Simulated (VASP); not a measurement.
In, 1 atom in the cell. The structure is cubic, space group Pm-3m (No. 221). Conventional cell: a = 2.440 Å, b = 2.440 Å, c = 2.440 Å, α = 90.00°, β = 90.00°, γ = 90.00°. In (site symmetry m-3m) has 6 In at 2.44 Å within 3.2 Å. 

| Item | Value |
| --- | --- |
| Program | VASP 6.6.1 |
| Task | single point |
| Functional | PBE |
| Potentials or basis | VASP PAW PBE potentials, release 64 (In_d) |
| Cutoff | 520 eV |
| k mesh | 15 × 15 × 15 |
| Occupations | fermi-dirac, width 0.08 eV |
| Spin | no spin polarisation |
| Dipole correction | no |
| Further INCAR settings | ALGO = Normal; EDIFF = 1e-06; NBANDS = 12 |

Potentials or basis: VASP PAW PBE potentials, release 64 (In_d).

Launch:

```bash
$ cat potpaw_PBE.64/In_d/POTCAR > POTCAR
$ mpirun -np 1 vasp_std > vasp.out
```

Hardware: 1 thread of Intel Xeon 6975P-C, on a shared host.

Problem. How long does it take, and how much memory?

Solution. It took 9.6 s on 1 thread of Intel Xeon 6975P-C, with other jobs on the host, peak memory 0.13 GiB. Counts: scf iterations 11, k points 120.
